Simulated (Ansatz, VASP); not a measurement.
# LiH in VASP and in Ansatz

The input INCAR:

```
ALGO = Normal
EDIFF = 1E-6
ENCUT = 520
GGA = PE
ISIF = 2
ISMEAR = -1
LASPH = True
LCHARG = False
LREAL = False
LWAVE = False
NBANDS = 9
NELM = 80
PREC = Accurate
SIGMA = 0.03
```

KPOINTS

```
k-points
0
Gamma
  8 8 8
```

File POSCAR:

```
LiH
1.0
    0.0000000000      2.0325000000      2.0325000000
    2.0325000000      0.0000000000      2.0325000000
    2.0325000000      2.0325000000      0.0000000000
Li H
1 1
Direct
    0.0000000000      0.0000000000      0.0000000000
    0.5000000000      0.5000000000      0.5000000000
```

Input for Ansatz:

```yaml
crystal:
  lattice:
    - [0.0, 2.0325, 2.0325]
    - [2.0325, 0.0, 2.0325]
    - [2.0325, 2.0325, 0.0]
  atoms:
    - { symbol: Li, position: [0.0, 0.0, 0.0] }
    - { symbol: H, position: [0.5, 0.5, 0.5] }
kpoints:
  mp_grid: { grid: [8, 8, 8] }
scf:
  occupations: { method: fermi_dirac, width: 0.03 }
hamiltonian:
  xc: pbe
  pseudopotentials: { kind: all_electron, lapw: { basis_error: 0.001 } }
output:
  forces: true
  stress: true
  eigenvalues: true
```

Alike in both runs: task single point; functional PBE; k mesh 8 × 8 × 8; occupations fermi-dirac, width 0.03 eV; no spin polarisation.

|  | VASP | Ansatz |
| --- | --- | --- |
| version | VASP 6.6.1 | Ansatz 0.2.0 |
| potentials or method | VASP PAW PBE potentials, release 64 (Li_sv, H), cutoff 520 eV | all-electron LAPW, scalar-relativistic |

```tsv
	VASP	Ansatz	Ansatz less VASP
gap on the k mesh at the Fermi level (eV)	3.01	3.01	+0.006
```

Ansatz ran all-electron here, and VASP with PAW potentials.

Noted on VASP's run: the cutoff is short for stress, so the pressure is rough.
